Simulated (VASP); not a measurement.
# CaO: single point with LDA

CaO, a slab with vacuum:

```xyz
4
Lattice="3.3291 0.0000 0.0000 -1.6646 2.8831 0.0000 0.0000 0.0000 18.0773" Properties=species:S:1:pos:R:3 pbc="T T T"
O     0.0000    1.9221    7.0000
O     0.0000    0.0000   10.1560
Ca    1.6646    0.9610    8.3591
Ca    0.0000    1.9221   11.1554
```

```
Program                : VASP 6.6.1
Task                   : single point
Functional             : LDA
Potentials or basis    : VASP PAW LDA potentials, release 64 (O, Ca_sv)
Cutoff                 : 520 eV
k mesh                 : 9 × 9 × 1
Occupations            : gaussian, width 0.05 eV
Spin                   : no spin polarisation
Dipole correction      : yes
Further INCAR settings : ALGO = Normal; EDIFF = 1e-07; NBANDS = 24
```

| Item | Value |
| --- | --- |
| Largest force | 3.411 eV/Å |
| Band gap on the k mesh | zero (band 16 reaches -3.18 eV, above the bottom of band 17 at -3.21 eV) |

Forces on the atoms (eV/Å):
```
O    0.000  0.000  3.379
O    0.000  0.000 -0.069
Ca   0.000  0.000 -3.411
Ca   0.000  0.000  0.101
```

Levels at points of the mesh, in eV from the Fermi level:
| k point | band 14 | band 15 | band 16 | band 17 | band 18 | band 19 |
| --- | --- | --- | --- | --- | --- | --- |
| (0.00, 0.00, 0.00) | -1.37 | -0.69 | 0.06 | 0.06 | 2.24 | 3.65 |

Run time: 88 s on 1 thread of AMD EPYC 7R13 Processor (Zen 3) (shared host), peak memory 0.23 GiB.
